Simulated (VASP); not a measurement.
# RbBr (I4/mmm) in VASP: a series of runs

Runs on RbBr. Level: PBEsol. Tasks: electric field gradients.

All numbers are computed with VASP 6.6.1; they aren't measurements. Logs are shortened: lines on timing, memory, paths and dates and some standing lists are left out, and cuts for length are marked.

### Step 1. The cell of the first run

The structure is tetragonal, space group I4/mmm (No. 139). Conventional cell: a = 4.847 Å, b = 4.847 Å, c = 6.786 Å, α = 90.00°, β = 90.00°, γ = 90.00°. Rb (site symmetry 4/mmm) has 6 Br at 3.39 to 3.43 Å within 4.5 Å. Within 4.5 Å of Br (site symmetry 4/mmm) lie 6 Rb at 3.39 to 3.43 Å.

### Step 2. Electric field gradients, PBEsol (zz strain of -1 %)

Contents of INCAR:

```
SYSTEM = RbBr
PREC     = Accurate       ! precision mode
ENCUT    = 520            ! plane-wave cutoff, eV
EDIFF    = 1E-8           ! SCF threshold, eV
ISMEAR   = -1             ! smearing method
SIGMA    = 0.03           ! smearing width, eV
LREAL    = .FALSE.        ! projectors in reciprocal space
LASPH    = .TRUE.         ! aspherical terms in the spheres
NELM     = 80             ! most SCF steps
ALGO     = Normal         ! electronic algorithm
ISIF     = 2              ! what is computed and relaxed
LWAVE    = .FALSE.        ! write WAVECAR
LCHARG   = .FALSE.        ! write CHGCAR
GGA      = PS             ! functional
LEFG     = .TRUE.       
NBANDS   = 15             ! bands
```

Contents of KPOINTS:

```
regular mesh
0
G
  7 7 7
  0 0 0
```

Contents of POSCAR:

```
RbBr
1.0
    0.0000000000      3.4275000000      3.3932250000
    3.4275000000      0.0000000000      3.3932250000
    3.4275000000      3.4275000000      0.0000000000
Rb Br
1 1
Direct
    0.0000000000      0.0000000000      0.0000000000
    0.5000000000      0.5000000000      0.5000000000
```

Potentials or basis: VASP PAW PBE potentials, release 64 (Rb_sv, Br).

Started as:

```console
cat potpaw_PBE.64/Rb_sv/POTCAR potpaw_PBE.64/Br/POTCAR > POTCAR
mpirun -np 1 vasp_std > vasp.out
```

OUTCAR:

```text
SYSTEM = RbBr
   PREC = Accurate
   ENCUT = 520
   EDIFF = 1E-8
   ISMEAR = -1
   LREAL = .FALSE.
   LASPH = .TRUE.
   NELM = 80
   ISIF = 2
   GGA = PS

 ion  position               nearest neighbor table
   1  0.000  0.000  0.000-   2 3.39   2 3.39   2 3.43   2 3.43   2 3.43   2 3.43
   2  0.500  0.500  0.500-   1 3.39   1 3.39   1 3.43   1 3.43   1 3.43   1 3.43

  LATTYP: Found a body centered tetragonal cell.
 ALAT       =     4.8472169850
 C/A-ratio  =     1.4000714267

  Lattice vectors:

 A1 = (   0.0000000000,  -3.4275000000,  -3.3932250000)
 A2 = (   0.0000000000,   3.4275000000,  -3.3932250000)
 A3 = (   3.4275000000,   0.0000000000,   3.3932250000)

Analysis of symmetry for initial positions (statically):
=====================================================================
 Subroutine PRICEL returns:
 Original cell was already a primitive cell.

 Routine SETGRP: Setting up the symmetry group for a
 body centered tetragonal supercell.

 Subroutine GETGRP returns: Found 16 space group operations
 (whereof 16 operations were pure point group operations)
 out of a pool of 16 trial point group operations.

The static configuration has the point symmetry D_4h.

Analysis of symmetry for dynamics (positions and initial velocities):
=====================================================================
 Subroutine PRICEL returns:
 Original cell was already a primitive cell.

 Routine SETGRP: Setting up the symmetry group for a
 body centered tetragonal supercell.

 Subroutine GETGRP returns: Found 16 space group operations
 (whereof 16 operations were pure point group operations)
 out of a pool of 16 trial point group operations.

The dynamic configuration has the point symmetry D_4h.

 Subroutine INISYM returns: Found 16 space group operations
 (whereof 16 operations are pure point group operations),
 and found     1 'primitive' translations

----------------------------------------------------------------------------------------

                                     Primitive cell

  volume of cell :      79.7256

  direct lattice vectors                    reciprocal lattice vectors
     0.000000000  3.427500000  3.393225000    -0.145878920  0.145878920  0.147352445
     3.427500000  0.000000000  3.393225000     0.145878920 -0.145878920  0.147352445
     3.427500000  3.427500000  0.000000000     0.145878920  0.145878920 -0.147352445

  length of vectors
     4.823041794  4.823041794  4.847216985     0.253523297  0.253523297  0.253523297

  position of ions in fractional coordinates (direct lattice)
     0.000000000  0.000000000  0.000000000
     0.500000000  0.500000000  0.500000000

  ion indices of the primitive-cell ions
   primitive index   ion index
                 1           1
                 2           2

----------------------------------------------------------------------------------------

 KPOINTS: regular mesh

Automatic generation of k-mesh.
 Grid dimensions read from file:
 generate k-points for:    7    7    7

 Generating k-lattice:

  Cartesian coordinates                     Fractional coordinates (reciprocal lattice)
    -0.020839846  0.020839846  0.021050349     0.142857143  0.000000000  0.000000000
     0.020839846 -0.020839846  0.021050349     0.000000000  0.142857143  0.000000000
     0.020839846  0.020839846 -0.021050349     0.000000000  0.000000000  0.142857143

  Length of vectors
     0.036217614  0.036217614  0.036217614

  Shift w.r.t. Gamma in fractional coordinates (k-lattice)
     0.000000000  0.000000000  0.000000000

 Subroutine IBZKPT returns following result:
 ===========================================

 Found     40 irreducible k-points:

 Following reciprocal coordinates:
            Coordinates               Weight
  0.000000  0.000000  0.000000      1.000000
  0.142857  0.000000  0.000000      8.000000
  0.285714  0.000000  0.000000      8.000000
  0.428571  0.000000  0.000000      8.000000
  0.142857  0.142857  0.000000      2.000000
  0.285714  0.142857  0.000000      8.000000
[... 16 lines left out ...]
  0.428571  0.285714  0.142857      8.000000
 -0.428571  0.285714  0.142857     16.000000
 [... further k-points ...]
   k-points           NKPTS =     40   k-points in BZ     NKDIM =     40   number of bands    NBANDS=     15
   number of dos      NEDOS =    301   number of ions     NIONS =      2
   total plane-waves  NPLWV =  46656
   dimension x,y,z NGX =    36 NGY =   36 NGZ =   36
   dimension x,y,z NGXF=    72 NGYF=   72 NGZF=   72
   ions per type =               1   1
   NGX,Y,Z   is equivalent  to a cutoff of  12.41, 12.41, 12.35 a.u.
   NGXF,Y,Z  is equivalent  to a cutoff of  24.82, 24.82, 24.69 a.u.
 SYSTEM =  RbBr
   PREC   = accura    normal or accurate (medium, high low for compatibility)
   ISTART =      0    job   : 0-new  1-cont  2-samecut
   ICHARG =      2    charge: 1-file 2-atom 10-const
   ISPIN  =      1    spin polarized calculation?
   LNONCOLLINEAR =      F non collinear calculations
   LSORBIT =      F    spin-orbit coupling
   LASPH  =      T    aspherical Exc in radial PAW
   ENCUT  =  520.0 eV  38.22 Ry    6.18 a.u.   8.97  8.97  9.01*2*pi/ulx,y,z
   NELM   =     80;   NELMIN=  2; NELMDL= -5     # of ELM steps
   EDIFF  = 0.1E-07   stopping-criterion for ELM
   LREAL  =      F    real-space projection
   EDIFFG = 0.1E-06   stopping-criterion for IOM
   NSW    =      0    number of steps for IOM
   IBRION =     -1    ionic relax: 0-MD 1-quasi-New 2-CG
   NFREE  =      0    steps in history (QN), initial steepest desc. (CG)
   ISIF   =      2    stress and relaxation
   ISYM   =      2    0-nonsym 1-usesym 2-fastsym
   POTIM  = 0.5000    time-step for ionic-motion
   TEBEG  =    0.0;   TEEND  =   0.0 temperature during run
   PSTRESS=    0.0 pullay stress
   NELECT =      16.0000    total number of electrons
   NUPDOWN=      -1.0000    fix difference up-down
   EMIN   =  10.00;   EMAX   =-10.00  energy-range for DOS
   EFERMI =   0.00;   METHOD = LEGACY
   ISMEAR =    -1;   SIGMA  =   0.03  broadening in eV -4-tet -1-fermi 0-gaus
   EFERMI_NEDOS =   21; number of points for ismear=-14 and -15
   IALGO  =     38    algorithm
   IMIX   =      4    mixing-type and parameters
     AMIX     =   0.40;   BMIX     =  1.00
     AMIX_MAG =   1.60;   BMIX_MAG =  1.00
  volume/ion in A,a.u.               =      39.86       269.01
  Fermi-wavevector in a.u.,A,eV,Ry     =   0.958478  1.811261 12.499410  0.918681
  Thomas-Fermi vector in A             =   2.087589
   LORBIT       =      0    0 simple, 1 ext, 2 COOP (PROOUT), +10 PAW based schemes
   GGA     = PS    functional components
   LHFCALC =     F    Hartree Fock is set to
   AEXX    =    0.0000 exact exchange contribution
   IVDW    =     0    specifies the selected vdW correction
   LEPSILON=     F    determine dielectric tensor
   LRPA    =     F    only Hartree local field effects (RPA)
 non-spin polarized calculation
  energy-cutoff  :      520.00
  volume of cell :       79.73
 maximum number of plane-waves:      2162
   NGX = 17   NGY = 17   NGZ = 17

 number of electron      16.0000000 magnetization

 Free energy of the ion-electron system (eV)
  ---------------------------------------------------
  ext. energy  EPLUGINS =         0.00000000
  ---------------------------------------------------
  free energy    TOTEN  =        -6.35463617 eV

  energy without entropy =       -6.35463617  energy(sigma->0) =       -6.35463617

 E-fermi :  -1.1130     XC(G=0):  -7.4453

 val. band max:       -1.8007848568   @ k =   0.0000   0.0000   0.0000
 cond. band min:       2.4242751584   @ k =   0.0000   0.0000   0.0000
 fundamental gap:      4.2250600152
 Fermi energy:        -1.1129522217

 k-point     1 :       0.0000    0.0000    0.0000
  band No.  band energies     occupation
      1     -26.1440      2.00000
      2     -14.0126      2.00000
      3     -10.2346      2.00000
      4     -10.2317      2.00000
      5     -10.2317      2.00000
      6      -1.8134      2.00000
      7      -1.8134      2.00000
      8      -1.8008      2.00000
      9       2.4243      0.00000
     10       5.3710      0.00000
     11       5.3710      0.00000
     12       5.4345      0.00000
     13       6.2640      0.00000
     14       6.3177      0.00000
     15       9.0164      0.00000

 k-point     2 :       0.1429    0.0000    0.0000
  band No.  band energies     occupation
      1     -26.1421      2.00000
      2     -14.0210      2.00000
      3     -10.2347      2.00000
      4     -10.2337      2.00000
      5     -10.2235      2.00000
      6      -2.0570      2.00000
      7      -1.8881      2.00000
      8      -1.8818      2.00000
      9       2.9209      0.00000
     10       5.2670      0.00000
     11       5.6193      0.00000
     12       5.6590      0.00000
     13       6.5706      0.00000
     14       6.6297      0.00000
     15       9.7927      0.00000

 k-point     3 :       0.2857    0.0000    0.0000
  band No.  band energies     occupation
      1     -26.1378      2.00000
      2     -14.0399      2.00000
      3     -10.2381      2.00000
      4     -10.2371      2.00000
      5     -10.2027      2.00000
      6      -2.5067      2.00000
      7      -2.0465      2.00000
      8      -2.0446      2.00000
      9       3.9950      0.00000
     10       5.2925      0.00000
     11       6.3247      0.00000
     12       6.3544      0.00000
     13       7.3822      0.00000
     14       7.4550      0.00000
     15      10.2222      0.00000
[... 343 lines left out ...]
 k-point    23 :       0.4286    0.2857    0.1429
  band No.  band energies     occupation
      1     -26.1347      2.00000
      2     -14.0218      2.00000
      3     -10.2989      2.00000
      4     -10.2571      2.00000
      5     -10.2252      2.00000
      6      -2.5463      2.00000
      7      -2.0999      2.00000
      8      -2.0065      2.00000
      9       4.5248      0.00000
     10       4.6225      0.00000
     11       7.1010      0.00000
     12       7.1253      0.00000
     13       7.5073      0.00000
     14       7.9996      0.00000
     15       9.4167      0.00000

 k-point    24 :      -0.4286    0.2857    0.1429
  band No.  band energies     occupation
      1     -26.1322      2.00000
      2     -14.0147      2.00000
      3     -10.3208      2.00000
      4     -10.2964      2.00000
      5     -10.2184      2.00000
      6      -2.5549      2.00000
      7      -2.1730      2.00000
      8      -2.1224      2.00000
      9       4.9345      0.00000
     10       5.3530      0.00000
     11       6.7617      0.00000
     12       7.4012      0.00000
     13       8.0009      0.00000
     14       8.5744      0.00000
     15       9.2356      0.00000

 [... further k-points ...]

------------------------ aborting loop because EDIFF is reached ----------------------------------------

  FORCE on cell =-STRESS in cart. coord.  units (eV):
  Direction    XX          YY          ZZ          XY          YZ          ZX
  --------------------------------------------------------------------------------------
  -------------------------------------------------------------------------------------
  Total        0.0072509      0.0072509      0.1637864      0.0000000      0.0000000      0.0000000
  in kB        0.1457152      0.1457152      3.2914772      0.0000000      0.0000000      0.0000000
  external PRESSURE =       1.1943025 kB  Pullay stress =       0.0000000 kB

 VOLUME and BASIS-vectors are now :
 -----------------------------------------------------------------------------
  energy-cutoff  :      520.00
  volume of cell :       79.73
      direct lattice vectors                 reciprocal lattice vectors
     0.000000000  3.427500000  3.393225000    -0.145878920  0.145878920  0.147352445
     3.427500000  0.000000000  3.393225000     0.145878920 -0.145878920  0.147352445
     3.427500000  3.427500000  0.000000000     0.145878920  0.145878920 -0.147352445

 POSITION                                       TOTAL-FORCE (eV/Angst)
 -----------------------------------------------------------------------------------
      0.00000      0.00000      0.00000         0.000000     -0.000000      0.000000
      3.42750      3.42750      3.39323        -0.000000      0.000000      0.000000
 -----------------------------------------------------------------------------------
    total drift:                                0.000000      0.000000      0.000000

  FREE ENERGIE OF THE ION-ELECTRON SYSTEM (eV)
  ---------------------------------------------------
  free  energy   TOTEN  =        -6.3546361723 eV

  energy  without entropy=       -6.3546361723  energy(sigma->0) =       -6.35463617

 Electric field gradients (V/A^2)
---------------------------------------------------------------------
 ion       V_xx      V_yy      V_zz      V_xy      V_xz      V_yz
---------------------------------------------------------------------
   1       1.629     1.629    -3.258    -0.000    -0.000    -0.000
   2       1.234     1.234    -2.469    -0.000     0.000     0.000
---------------------------------------------------------------------

 Electric field gradients after diagonalization (V/A^2)
 (convention: |V_zz| > |V_xx| > |V_yy|)
----------------------------------------------------------------------
 ion       V_xx      V_yy      V_zz     asymmetry (V_yy - V_xx)/ V_zz
----------------------------------------------------------------------
   1       1.629     1.629    -3.258       0.000
   2       1.234     1.234    -2.469       0.000
----------------------------------------------------------------------

           NMR quadrupolar parameters

 Cq : quadrupolar parameter    Cq=e*Q*V_zz/h
 eta: asymmetry parameters     (V_yy - V_xx)/ V_zz
 Q  : nuclear electric quadrupole moment in mb (millibarn)
----------------------------------------------------------------------
 ion       Cq(MHz)       eta       Q (mb)
----------------------------------------------------------------------
   1      -0.008       0.000       1.000
   2      -0.006       0.000       1.000
----------------------------------------------------------------------
```

It took 48 s on 1 thread of Intel Xeon 6975P-C, shared host; peak memory 0.22 GiB.

Results:

* Free energy: -6.3546 eV
* Pressure: 0.1 GPa
* Band gap on the k mesh: 4.23 eV, direct

Stress tensor (GPa, compression positive):
```
0.01 0.00 0.00
0.00 0.01 0.00
0.00 0.00 0.33
```

Electric field gradients, principal values (V/Å²):
```csv
atom,least,middle,greatest (by size)
1 Rb,1.629,1.629,-3.258
2 Br,1.234,1.234,-2.469
```

Caveat: the cell differs from its parent crystal (zz strain of -1 %); without QUAD_EFG the Cq values of the log hold for a quadrupole moment of 1 mb, not for the nuclei; the PAW data sets were made with another functional, which shifts forces and pressure a little.

(Part 1 of 2 ends here.)
